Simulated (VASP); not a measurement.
Set up this calculation in VASP 6.6.1, as the native input.

```yaml
Task: single point
Functional: PBE
Potentials_or_basis: VASP PAW PBE potentials, release 64 (Ti_sv, Al)
Cutoff: 520 eV
k_mesh: 18 × 18 × 6
Occupations: gaussian, width 0.15 eV
Spin: no spin polarisation
Dipole_correction: no
Further_INCAR_settings: ALGO = Fast; EDIFF = 1e-06; NBANDS = 28
```

The structure of Ti3Al lies in POSCAR:

```
Ti3Al
1.0
    2.8964036213      0.0000000000      0.0000000000
   -1.4482018107      2.5083591157      0.0000000000
    0.0000000000      0.0000000000      9.6971593243
Ti Al
3 1
Direct
    0.6666666667      0.3333333333      0.0000000000
    0.3333333333      0.6666666667      0.7504575700
    0.3333333333      0.6666666667      0.2495424300
    0.6666666667      0.3333333333      0.5000000000
```

One way to write it, as run:

INCAR

```
ALGO = Fast
EDIFF = 1E-6
ENCUT = 520
GGA = PE
ISIF = 2
ISMEAR = 0
LASPH = T
LCHARG = F
LREAL = F
LWAVE = F
NBANDS = 28
NELM = 60
PREC = Accurate
SIGMA = 0.15
```

KPOINTS

```
k-points
0
Gamma
  18 18 6
```

Potentials or basis: VASP PAW PBE potentials, release 64 (Ti_sv, Al).

Launch:

```sh
$ cat potpaw_PBE.64/Ti_sv/POTCAR potpaw_PBE.64/Al/POTCAR > POTCAR
$ mpirun -np 1 vasp_std > vasp.out
```

It gave:

```json
{
 "Pressure": "-3.0 GPa",
 "Largest force": "0.118 eV/Å",
 "Band gap on the k mesh": "zero (an odd number of electrons rules out a gap without spin polarisation)"
}
```

Caveat: the cell stands under tension.

It took 26 min on 1 thread of Intel Xeon 8259CL, with other jobs on the host, peak memory 0.37 GiB.
